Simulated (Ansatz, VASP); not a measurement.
## One calculation of TePb, two programs

Contents of INCAR:

```
SYSTEM = TePb
  ALGO = Normal
  EDIFF = 1E-6
  ENCUT = 520
  GGA = PS
  ISIF = 2
  ISMEAR = 0
  LASPH = .TRUE.
  LCHARG = .FALSE.
  LREAL = .FALSE.
  LWAVE = .FALSE.
  NBANDS = 17
  NELM = 100
  PREC = Accurate
  SIGMA = 0.02
```

The input KPOINTS:

```
k-points
0
G
  8 8 8
  0 0 0
```

Contents of POSCAR:

```
TePb
1.0
    0.0000000000      3.2270000000      3.2270000000
    3.2270000000      0.0000000000      3.2270000000
    3.2270000000      3.2270000000      0.0000000000
Te Pb
1 1
Direct
    0.5232414007      0.4767585993      0.5232414007
    0.0000000000      0.0000000000      0.0000000000
```

Input for Ansatz:

```yaml
crystal:
  lattice:
    - [0.0, 3.227, 3.227]
    - [3.227, 0.0, 3.227]
    - [3.227, 3.227, 0.0]
  atoms:
    - { symbol: Te, position: [0.5232414007, 0.4767585993, 0.5232414007] }
    - { symbol: Pb, position: [0.0, 0.0, 0.0] }
basis:
  ecutwfc: 420
kpoints:
  mp_grid: { grid: [8, 8, 8] }
hamiltonian:
  xc: pbesol
scf:
  occupations: { method: gaussian, width: 0.02 }
output:
  forces: true
  stress: true
  eigenvalues: true
```

Change from the starting cell: one atom moved.

Alike in both runs: task single point; functional PBEsol; k mesh 8 × 8 × 8; occupations gaussian, width 0.02 eV; no spin polarisation.

|  | VASP | Ansatz |
| --- | --- | --- |
| version | VASP 6.6.1 | Ansatz 0.2.0 |
| potentials or method | VASP PAW PBE potentials, release 64 (Te, Pb_d), cutoff 520 eV | scalar-relativistic, plane waves, PAW |
| valence electrons in the cell | 20 | 30 |

Ansatz gave:

```
gap on the k mesh at the Fermi level (eV)                     : 0.79
least direct gap on the mesh (eV)                             : 0.79
pressure (GPa)                                                : 0.0
traceless stress, the component that is largest in VASP (GPa) : 0.57
rms of the force components (eV/Å)                            : 0.069
```

Q: Which values does VASP return?

A: gap on the k mesh at the Fermi level (eV): 0.79; least direct gap on the mesh (eV): 0.79; pressure (GPa): 0.0; traceless stress, the component that is largest in VASP (GPa): 0.57; rms of the force components (eV/Å): 0.070.

VASP's potentials were made for PBE, not for PBEsol. Atom by atom the forces differ by 0.002 eV/Å (rms over components). With one functional, cell and mesh, what is left measures potentials, basis and numerics. VASP's potentials hold 20 valence electrons a cell and Ansatz's 30, so a difference there can come from the potentials and not from the codes.

Neither program's run includes spin-orbit coupling.
